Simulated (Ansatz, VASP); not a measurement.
Cu: VASP beside Ansatz

```xyz
6
Lattice="2.5037 0.0000 0.0000 -1.2518 2.1682 0.0000 0.0000 0.0000 24.5756" Properties=species:S:1:pos:R:3 pbc="T T T"
Cu    0.0000    0.0000    9.1855
Cu    1.2518    0.7227    7.1174
Cu    0.0000    1.4455   11.2554
Cu    0.0000    0.0000   15.3901
Cu    1.2518    0.7227   13.3202
Cu    0.0000    1.4455   17.4582
```

Alike in both runs: task single point; functional PBEsol; k mesh 11 × 11 × 1; occupations methfessel-paxton of order 1, width 0.1 eV; no spin polarisation.

```csv
,VASP,Ansatz
version,VASP 6.6.1,Ansatz 0.2.0
potentials or method,"VASP PAW PBE potentials, release 64 (Cu), cutoff 520 eV","plane waves, PAW"
valence electrons in the cell,66,114
```

```tsv
	VASP	Ansatz	Ansatz less VASP
rms of the force components (eV/Å)	0.042	0.047	+0.0048
```

VASP's potentials were made for PBE, not for PBEsol. Atom by atom the forces differ by 0.008 eV/Å (rms over components). VASP's potentials hold 66 valence electrons a cell and Ansatz's 114, so a difference there can come from the potentials and not from the codes.
